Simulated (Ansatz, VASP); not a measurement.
# One calculation of W, two programs

The input INCAR:

```
  PREC = Accurate
  ENCUT = 520
  EDIFF = 1E-7
  ISMEAR = 0
  SIGMA = 0.1
  LREAL = F
  LASPH = T
  NELM = 60
  ALGO = Normal
  ISIF = 2
  LWAVE = F
  LCHARG = F
  GGA = PE
  NBANDS = 21
```

KPOINTS

```
regular mesh
0
Gamma
  16 16 16
```

Contents of POSCAR:

```
W
1.0
    3.1198918910      0.0000000000      0.0000000000
    0.0000000000      3.1198918910      0.0000000000
    0.0000000000      0.0000000000      3.1198918910
W
2
Direct
    0.0000000000      0.0000000000      0.0000000000
    0.5000000000      0.5000000000      0.5000000000
```

Input for Ansatz:

```yaml
crystal:
  lattice:
    - [3.119891891, 0.0, 0.0]
    - [0.0, 3.119891891, 0.0]
    - [0.0, 0.0, 3.119891891]
  atoms:
    - { symbol: W, position: [0.0, 0.0, 0.0] }
    - { symbol: W, position: [0.5, 0.5, 0.5] }
basis:
  ecutwfc: 420
kpoints:
  mp_grid: { grid: [16, 16, 16] }
hamiltonian:
  xc: pbe
scf:
  occupations: { method: gaussian, width: 0.1 }
output:
  forces: true
  stress: true
  eigenvalues: true
  write_density: true
  write_potential: true
  elf: true
  volumetric_format: npy
```

Change from the starting cell: equal strain along all axes, cell held, atoms relaxed: -2.0 %.

Alike in both runs: task single point; functional PBE; k mesh 16 × 16 × 16; occupations gaussian, width 0.1 eV; no spin polarisation.

```csv
,VASP,Ansatz
version,VASP 6.6.1,Ansatz 0.2.0
potentials or method,"VASP PAW PBE potentials, release 64 (W_sv), cutoff 520 eV","scalar-relativistic, plane waves, PAW"
valence electrons in the cell,28,28
```

VASP gave:

```
gap on the k mesh at the Fermi level (eV) : none
pressure (GPa)                            : 21.7
```

Problem. Which values does Ansatz return?

Solution. gap on the k mesh at the Fermi level (eV): none; pressure (GPa): 20.9.

A gap of «none» marks a metal or a gap that the smearing closes.

Neither program's run includes spin-orbit coupling.
